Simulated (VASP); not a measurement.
# Si5N (F-43m) in VASP: notebook

Runs on Si5N. Level: PBE. Tasks: relaxation of cell and atoms.

Everything below comes from runs of VASP 6.6.1. Logs are shortened: lines on timing, memory, paths and dates and some standing lists are left out, and cuts for length are marked.

### 1 The cell of the first run

It takes space group F-43m (No. 216, cubic). Conventional cell: a = 7.186 Å, b = 7.186 Å, c = 7.186 Å, α = 90.00°, β = 90.00°, γ = 90.00°. Within 2.9 Å of Si (site symmetry 3m) lie 3 Si at 2.16 Å. Within 3.9 Å of Si (site symmetry -43m) lie 12 Si at 2.95 Å and 4 N at 3.11 Å. N (site symmetry -43m) has 16 Si at 3.03 to 3.11 Å within 4.0 Å.

### 2 Relaxation of cell and atoms, PBE, collinear spin, ferromagnetic start

The input, INCAR:

```
SYSTEM = Si5N
  PREC = Accurate
  ENCUT = 600
  EDIFF = 1E-6
  ISMEAR = 0
  SIGMA = 0.1
  LREAL = .False.
  LASPH = .True.
  NELM = 150
  ALGO = Normal
  ISIF = 3
  LWAVE = .False.
  LCHARG = .False.
  ISPIN = 2
  MAGMOM = 0 0 0 0 0 1
  LORBIT = 11
  GGA = PE
  IBRION = 2
  NSW = 90
  EDIFFG = -0.04
```

The input, KPOINTS:

```
Automatic mesh
0
Gamma
  4 4 4
  0 0 0
```

The input, POSCAR:

```
Si5N
1.0
    0.0000000000      3.5932414500      3.5932414500
    3.5932414500      0.0000000000      3.5932414500
    3.5932414500      3.5932414500      0.0000000000
Si N
5 1
Direct
    0.8563785200      0.8563785200      0.8563785200
    0.8563785200      0.8563785200      0.4308644400
    0.8563785200      0.4308644400      0.8563785200
    0.4308644400      0.8563785200      0.8563785200
    0.5000000000      0.5000000000      0.5000000000
    0.2500000000      0.2500000000      0.2500000000
```

Potentials or basis: VASP PAW PBE potentials, release 64 (Si, N).

Started as:

```console
> cat potpaw_PBE.64/Si/POTCAR potpaw_PBE.64/N/POTCAR > POTCAR
> mpirun -np 1 vasp_std > vasp.out
```

OUTCAR:

```text
SYSTEM = Si5N
   PREC = Accurate
   ENCUT = 600
   EDIFF = 1E-6
   ISMEAR = 0
   LREAL = .False.
   LASPH = .True.
   NELM = 150
   ISIF = 3
   ISPIN = 2
   LORBIT = 11
   GGA = PE
   IBRION = 2
   NSW = 90
   EDIFFG = -0.04

 ion  position               nearest neighbor table
   1  0.856  0.856  0.856-   2 2.16   3 2.16   4 2.16   4 2.92   3 2.92   2 2.92   5 2.95   5 2.95
                             5 2.95
   2  0.856  0.856  0.431-   1 2.16   3 2.16   4 2.16   3 2.92   4 2.92   1 2.92   5 2.95   5 2.95
                             5 2.95
   3  0.856  0.431  0.856-   1 2.16   2 2.16   4 2.16   4 2.92   2 2.92   1 2.92   5 2.95   5 2.95
                             5 2.95
   4  0.431  0.856  0.856-   1 2.16   2 2.16   3 2.16   3 2.92   2 2.92   1 2.92   5 2.95   5 2.95
                             5 2.95
   5  0.500  0.500  0.500-   2 2.95   3 2.95   4 2.95   1 2.95   3 2.95   4 2.95   1 2.95   2 2.95
                             4 2.95   1 2.95   2 2.95   3 2.95
   6  0.250  0.250  0.250-

  LATTYP: Found a face centered cubic cell.
 ALAT       =     7.1864829000

  Lattice vectors:

 A1 = (   0.0000000000,   3.5932414500,   3.5932414500)
 A2 = (   3.5932414500,   0.0000000000,   3.5932414500)
 A3 = (   3.5932414500,   3.5932414500,   0.0000000000)

Analysis of symmetry for initial positions (statically):
=====================================================================
 Subroutine PRICEL returns:
 Original cell was already a primitive cell.

 Routine SETGRP: Setting up the symmetry group for a
 face centered cubic supercell.

 Subroutine GETGRP returns: Found 24 space group operations
 (whereof 24 operations were pure point group operations)
 out of a pool of 48 trial point group operations.

The static configuration has the point symmetry T_d .

Analysis of symmetry for dynamics (positions and initial velocities):
=====================================================================
 Subroutine PRICEL returns:
 Original cell was already a primitive cell.

 Routine SETGRP: Setting up the symmetry group for a
 face centered cubic supercell.

 Subroutine GETGRP returns: Found 24 space group operations
 (whereof 24 operations were pure point group operations)
 out of a pool of 48 trial point group operations.

The dynamic configuration has the point symmetry T_d .

Analysis of structural, dynamic, and magnetic symmetry:
=====================================================================
 Subroutine PRICEL returns:
 Original cell was already a primitive cell.

 Routine SETGRP: Setting up the symmetry group for a
 face centered cubic supercell.

 Subroutine GETGRP returns: Found 24 space group operations
 (whereof 24 operations were pure point group operations)
 out of a pool of 48 trial point group operations.

The overall configuration has the point symmetry T_d .

 Subroutine INISYM returns: Found 24 space group operations
 (whereof 24 operations are pure point group operations),
 and found     1 'primitive' translations

----------------------------------------------------------------------------------------

                                     Primitive cell

  volume of cell :      92.7874

  direct lattice vectors                    reciprocal lattice vectors
     0.000000000  3.593241450  3.593241450    -0.139150126  0.139150126  0.139150126
     3.593241450  0.000000000  3.593241450     0.139150126 -0.139150126  0.139150126
     3.593241450  3.593241450  0.000000000     0.139150126  0.139150126 -0.139150126

  length of vectors
     5.081610791  5.081610791  5.081610791     0.241015088  0.241015088  0.241015088

  position of ions in fractional coordinates (direct lattice)
     0.856378520  0.856378520  0.856378520
     0.856378520  0.856378520  0.430864440
     0.856378520  0.430864440  0.856378520
     0.430864440  0.856378520  0.856378520
     0.500000000  0.500000000  0.500000000
     0.250000000  0.250000000  0.250000000

  ion indices of the primitive-cell ions
   primitive index   ion index
                 1           1
                 2           2
                 3           3
                 4           4
                 5           5
                 6           6

----------------------------------------------------------------------------------------

 KPOINTS: Automatic mesh

Automatic generation of k-mesh.
 Grid dimensions read from file:
 generate k-points for:    4    4    4

 Generating k-lattice:

  Cartesian coordinates                     Fractional coordinates (reciprocal lattice)
    -0.034787531  0.034787531  0.034787531     0.250000000  0.000000000  0.000000000
     0.034787531 -0.034787531  0.034787531     0.000000000  0.250000000  0.000000000
     0.034787531  0.034787531 -0.034787531     0.000000000  0.000000000  0.250000000

  Length of vectors
     0.060253772  0.060253772  0.060253772

  Shift w.r.t. Gamma in fractional coordinates (k-lattice)
     0.000000000  0.000000000  0.000000000

 Subroutine IBZKPT returns following result:
 ===========================================

 Found      8 irreducible k-points:

 Following reciprocal coordinates:
            Coordinates               Weight
  0.000000  0.000000  0.000000      1.000000
  0.250000  0.000000  0.000000      8.000000
  0.500000  0.000000  0.000000      4.000000
  0.250000  0.250000  0.000000      6.000000
  0.500000  0.250000  0.000000     24.000000
 -0.250000  0.250000  0.000000     12.000000
  0.500000  0.500000  0.000000      3.000000
 -0.250000  0.500000  0.250000      6.000000
   k-points           NKPTS =      8   k-points in BZ     NKDIM =      8   number of bands    NBANDS=     17
   number of dos      NEDOS =    301   number of ions     NIONS =      6
   total plane-waves  NPLWV =  74088
   dimension x,y,z NGX =    42 NGY =   42 NGZ =   42
   dimension x,y,z NGXF=    84 NGYF=   84 NGZF=   84
   ions per type =               5   1
   NGX,Y,Z   is equivalent  to a cutoff of  13.74, 13.74, 13.74 a.u.
   NGXF,Y,Z  is equivalent  to a cutoff of  27.48, 27.48, 27.48 a.u.
 SYSTEM =  Si5N
   PREC   = accura    normal or accurate (medium, high low for compatibility)
   ISTART =      0    job   : 0-new  1-cont  2-samecut
   ICHARG =      2    charge: 1-file 2-atom 10-const
   ISPIN  =      2    spin polarized calculation?
   LNONCOLLINEAR =      F non collinear calculations
   LSORBIT =      F    spin-orbit coupling
   LASPH  =      T    aspherical Exc in radial PAW
   ENCUT  =  600.0 eV  44.10 Ry    6.64 a.u.  10.15 10.15 10.15*2*pi/ulx,y,z
   NELM   =    150;   NELMIN=  2; NELMDL= -5     # of ELM steps
   EDIFF  = 0.1E-05   stopping-criterion for ELM
   LREAL  =      F    real-space projection
   EDIFFG = -.4E-01   stopping-criterion for IOM
   NSW    =     90    number of steps for IOM
   IBRION =      2    ionic relax: 0-MD 1-quasi-New 2-CG
   NFREE  =      1    steps in history (QN), initial steepest desc. (CG)
   ISIF   =      3    stress and relaxation
   ISYM   =      2    0-nonsym 1-usesym 2-fastsym
   POTIM  = 0.5000    time-step for ionic-motion
   TEBEG  =    0.0;   TEEND  =   0.0 temperature during run
   PSTRESS=    0.0 pullay stress
   NELECT =      25.0000    total number of electrons
   NUPDOWN=      -1.0000    fix difference up-down
   EMIN   =  10.00;   EMAX   =-10.00  energy-range for DOS
   EFERMI =   0.00;   METHOD = LEGACY
   ISMEAR =     0;   SIGMA  =   0.10  broadening in eV -4-tet -1-fermi 0-gaus
   EFERMI_NEDOS =   21; number of points for ismear=-14 and -15
   IALGO  =     38    algorithm
   IMIX   =      4    mixing-type and parameters
     AMIX     =   0.40;   BMIX     =  1.00
     AMIX_MAG =   1.60;   BMIX_MAG =  1.00
  volume/ion in A,a.u.               =      15.46       104.36
  Fermi-wavevector in a.u.,A,eV,Ry     =   1.057365  1.998131 15.211608  1.118022
  Thomas-Fermi vector in A             =   2.192636
   LORBIT       =     11    0 simple, 1 ext, 2 COOP (PROOUT), +10 PAW based schemes
   GGA     = PE    functional components
   LHFCALC =     F    Hartree Fock is set to
   AEXX    =    0.0000 exact exchange contribution
   IVDW    =     0    specifies the selected vdW correction
   LEPSILON=     F    determine dielectric tensor
   LRPA    =     F    only Hartree local field effects (RPA)
 conjugate gradient relaxation of ions
 spin polarized calculation
 Gauss-broadening in eV      SIGMA  =   0.10
  energy-cutoff  :      600.00
  volume of cell :       92.79
 maximum number of plane-waves:      3138
 NGX is ok and might be reduce to    42
   NGX = 21   NGY = 21   NGZ = 21

--------------------------------------- Ionic step        1  -------------------------------------------

 number of electron      25.0000000 magnetization       0.3785118

 Free energy of the ion-electron system (eV)
  ---------------------------------------------------
  ext. energy  EPLUGINS =         0.00000000
  ---------------------------------------------------
  free energy    TOTEN  =       -24.92776247 eV

  energy without entropy =      -24.92468893  energy(sigma->0) =      -24.92622570

------------------------ aborting loop because EDIFF is reached ----------------------------------------

  FORCE on cell =-STRESS in cart. coord.  units (eV):
  Direction    XX          YY          ZZ          XY          YZ          ZX
  --------------------------------------------------------------------------------------
  -------------------------------------------------------------------------------------
  Total        5.7334487      5.7334487      5.7334487     -0.0000000      0.0000000     -0.0000000
  in kB       99.0004835     99.0004835     99.0004835     -0.0000000      0.0000000     -0.0000000
  external PRESSURE =      99.0004835 kB  Pullay stress =       0.0000000 kB
[... 227 lines left out ...]
--------------------------------------- Ionic step        7  -------------------------------------------

 number of electron      25.0000000 magnetization       0.1269851

 Free energy of the ion-electron system (eV)
  ---------------------------------------------------
  ext. energy  EPLUGINS =         0.00000000
  ---------------------------------------------------
  free energy    TOTEN  =       -28.12706919 eV

  energy without entropy =      -28.10662334  energy(sigma->0) =      -28.11684626

 E-fermi :   8.6944     XC(G=0): -10.9609

 val. band max:        8.6255251332   @ k =   0.5000   0.5000   0.0000
 cond. band min:       8.7195127150   @ k =   0.5000   0.2500   0.0000
 fundamental gap:      0.0939875818
 Fermi energy:         8.6944158023

 spin component 1

 k-point     1 :       0.0000    0.0000    0.0000
  band No.  band energies     occupation
      1      -6.1918      1.00000
      2      -2.7686      1.00000
      3       0.9568      1.00000
      4       3.3332      1.00000
      5       3.4636      1.00000
      6       3.4636      1.00000
[... 136 lines left out ...]
      3      -2.8564      1.00000
      4      -1.1388      1.00000
      5       1.6255      1.00000
      6       3.7334      1.00000
[... 9 lines left out ...]
     16      10.4991      0.00000
     17      10.9569      0.00000
 Fermi energy:         8.6944158023

 spin component 2

 k-point     1 :       0.0000    0.0000    0.0000
  band No.  band energies     occupation
      1      -6.1456      1.00000
      2      -2.6369      1.00000
      3       0.9650      1.00000
      4       3.3418      1.00000
      5       3.4781      1.00000
      6       3.4781      1.00000
[... 182 lines left out ...]
  FREE ENERGIE OF THE ION-ELECTRON SYSTEM (eV)
  ---------------------------------------------------
  free  energy   TOTEN  =       -28.1270691873 eV

  energy  without entropy=      -28.1066233380  energy(sigma->0) =      -28.11684626

 reached required accuracy - stopping structural energy minimisation

 total charge

# of ion       s       p       d       tot
------------------------------------------
    1        0.825   0.761   0.000   1.586
    2        0.825   0.761   0.000   1.586
    3        0.825   0.761   0.000   1.586
    4        0.825   0.761   0.000   1.586
    5        0.918   0.546   0.000   1.464
    6        1.351   1.996   0.000   3.347
--------------------------------------------------
tot          5.570   5.586   0.000  11.156

 magnetization (x)

# of ion       s       p       d       tot
------------------------------------------
    1        0.001   0.001   0.000   0.002
    2        0.001   0.001   0.000   0.002
    3        0.001   0.001   0.000   0.002
    4        0.001   0.001   0.000   0.002
    5        0.002  -0.001   0.000   0.001
    6        0.002   0.083   0.000   0.086
--------------------------------------------------
tot          0.010   0.086   0.000   0.096
```

Run time: 7.7 min. Hardware: 1 thread of Intel Xeon 6975P-C, shared host; peak memory 0.32 GiB.

What came out:

```
Free energy                                           : -28.1271 eV
Relaxed volume                                        : 14.20 Å³/atom
Relaxed cell                                          : a = 4.940 Å, b = 4.940 Å, c = 4.940 Å, α = 60.00°, β = 60.00°, γ = 60.00°
Space group after relaxing (to 0.05 Å)                : F-43m (No. 216)
Energy gained by relaxing                             : 533.2 meV/atom
Ionic steps                                           : 7
Pressure after relaxing                               : -0.1 GPa
Largest force after relaxing                          : 0.015 eV/Å
Net moment                                            : 0.13 μB per cell
Site moments                                          : Si +0.00; N +0.09 μB
Valence electrons inside the program's atomic spheres : Si 1.59, 1.46; N 3.35
```

Forces on the atoms (eV/Å):
```
Si   0.008  0.008  0.008
Si  -0.008 -0.008  0.008
Si  -0.008  0.008 -0.008
Si   0.008 -0.008 -0.008
Si   0.000  0.000  0.000
N    0.000  0.000  0.000
```

Step by step:
```tsv
step	energy change (eV)	largest force (eV/Å)	pressure (GPa)	volume (Å³)
1	0.0000	7.5401	9.90	92.79
2	-1.8552	1.7615	-8.02	106.22
3	-2.6435	0.5721	-9.17	99.98
4	-3.1501	0.3415	-3.37	88.75
5	-3.1648	0.5760	-1.78	86.95
6	-3.1976	0.1536	0.29	84.86
7	-3.1993	0.0145	-0.12	85.22
```

Final structure:
```cif
data_structure
_symmetry_space_group_name_H-M 'P 1'
_symmetry_Int_Tables_number 1
_cell_length_a 4.9396
_cell_length_b 4.9396
_cell_length_c 4.9396
_cell_angle_alpha 60.000
_cell_angle_beta 60.000
_cell_angle_gamma 60.000
_cell_volume 85.22
loop_
_atom_site_label
_atom_site_type_symbol
_atom_site_fract_x
_atom_site_fract_y
_atom_site_fract_z
_atom_site_occupancy
Si1 Si 0.87564 0.87564 0.87564 1
Si2 Si 0.87564 0.87564 0.37309 1
Si3 Si 0.87564 0.37309 0.87564 1
Si4 Si 0.37309 0.87564 0.87564 1
Si5 Si 0.50000 0.50000 0.50000 1
N1 N 0.25000 0.25000 0.25000 1
```

Caveat: the k points lie up to 0.39 Å⁻¹ apart in the final cell.

### 3 Relaxation of cell and atoms, PBE

This run uses another cell than the first one, of 14.21 Å³/atom, 0.919 times its volume.

The input, INCAR:

```
PREC = Accurate ; ENCUT = 600
EDIFF = 1E-6 ; ISMEAR = 0
SIGMA = 0.1 ; LREAL = False
LASPH = True ; NELM = 80
ALGO = Normal ; ISIF = 3
LWAVE = False ; LCHARG = False
GGA = PE ; IBRION = 2
NSW = 100 ; EDIFFG = -0.01
```

The input, KPOINTS:

```
regular mesh
0
Gamma
  10 10 10
```

The input, POSCAR:

```
Si5N
1.0
    0.0000000000      3.4933319144      3.4933319144
    3.4933319144      0.0000000000      3.4933319144
    3.4933319144      3.4933319144      0.0000000000
Si N
5 1
Direct
    0.1243124872      0.6270625384      0.1243124872
    0.1243124872      0.1243124872      0.1243124872
    0.6270625384      0.1243124872      0.1243124872
    0.1243124872      0.1243124872      0.6270625384
    0.5000000000      0.5000000000      0.5000000000
    0.7500000000      0.7500000000      0.7500000000
```

Potentials or basis: VASP PAW PBE potentials, release 64 (Si, N).

Started as:

```console
> cat potpaw_PBE.64/Si/POTCAR potpaw_PBE.64/N/POTCAR > POTCAR
> mpirun -np 1 vasp_std > vasp.out
```

Wall time 2.3 min (1 thread of Intel Xeon 6975P-C, shared host); peak memory 0.27 GiB.

Results (log left out):

```
Free energy                            : -28.2022 eV
Relaxed volume                         : 14.26 Å³/atom
Relaxed cell                           : a = 4.946 Å, b = 4.946 Å, c = 4.946 Å, α = 60.00°, β = 60.00°, γ = 60.00°
Space group after relaxing (to 0.05 Å) : F-43m (No. 216)
Energy gained by relaxing              : 0.0 meV/atom
Ionic steps                            : 2
Pressure after relaxing                : -0.1 GPa
```

The path:
```tsv
step	energy change (eV)	largest force (eV/Å)	pressure (GPa)	volume (Å³)
1	0.0000	0.0027	0.28	85.26
2	-0.0002	0.0016	-0.07	85.57
```

Final structure:
```xyz
6
Lattice="0.0000 3.4975 3.4975 3.4975 0.0000 3.4975 3.4975 3.4975 0.0000" Properties=species:S:1:pos:R:3 pbc="T T T"
Si    2.6280    0.8695    2.6280
Si    0.8695    0.8695    0.8695
Si    0.8695    2.6280    2.6280
Si    2.6280    2.6280    0.8695
Si    3.4975    3.4975    3.4975
N     5.2463    5.2463    5.2463
```

Levels at points of the mesh, in eV from the Fermi level:
```csv
k point,band 9,band 10,band 11,band 12,band 13,band 14,band 15,band 16
"(0.00, 0.00, 0.00)",-5.00,-5.00,-2.20,-2.20,-2.20,-1.73,-1.73,3.18
"(0.50, 0.00, 0.00)",-2.78,-1.67,-0.77,-0.77,0.12,0.12,1.06,2.88
"(0.50, 0.50, 0.00)",-0.84,-0.84,0.02,0.31,0.31,0.61,1.36,1.91
```
